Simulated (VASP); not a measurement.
## C: single point with PBEsol+D3(BJ)

The system is C.

```
C
1.0
     1.22905    0.70959    3.28297
    -1.22905    0.70959    3.28297
     0.00000   -1.41918    3.28297
C
2
Direct
  0.16336 0.16336 0.16336
  0.83664 0.83664 0.83664
```

This cell differs from its parent crystal: mode 4 frozen in at -0.032 Å and mode 6 at +0.000 Å (largest displacements).

```
Program                : VASP 6.6.1
Task                   : single point
Functional             : PBEsol
Dispersion             : D3(BJ)
Potentials or basis    : VASP PAW PBE potentials, release 64 (C)
Cutoff                 : 520 eV
k mesh                 : 15 × 15 × 15
Occupations            : gaussian, width 0.05 eV
Spin                   : no spin polarisation
Dipole correction      : no
Further INCAR settings : ALGO = Normal; EDIFF = 1e-06; NBANDS = 11
```

```
Pressure                   : 0.5 GPa
Largest force              : 1.044 eV/Å
Band gap on the k mesh     : 0.88 eV, direct
Dispersion energy per atom : -0.113 eV
```

Forces on the atoms (eV/Å):
```
C    0.000  0.000  1.044
C    0.000  0.000 -1.044
```

Stress tensor (GPa, compression positive):
```
 1.15  0.00  0.00
 0.00  1.15  0.00
 0.00  0.00 -0.93
```

Levels at points of the mesh, in eV from the valence-band top:
```csv
k point,band 2,band 3,band 4,band 5,band 6,band 7
"(0.00, 0.00, 0.00)",-6.02,-2.47,-2.47,4.54,8.85,8.85
```

It took 47 s on 1 thread of Intel(R) Xeon(R) 6975P-C (Granite Rapids) (shared host), peak memory 0.19 GiB.

Caveat: the cell differs from its parent crystal (mode 4 frozen in at -0.032 Å and mode 6 at +0.000 Å (largest displacements)); the PAW data sets were made with another functional, which shifts forces and pressure a little. A k mesh can miss the band edges.
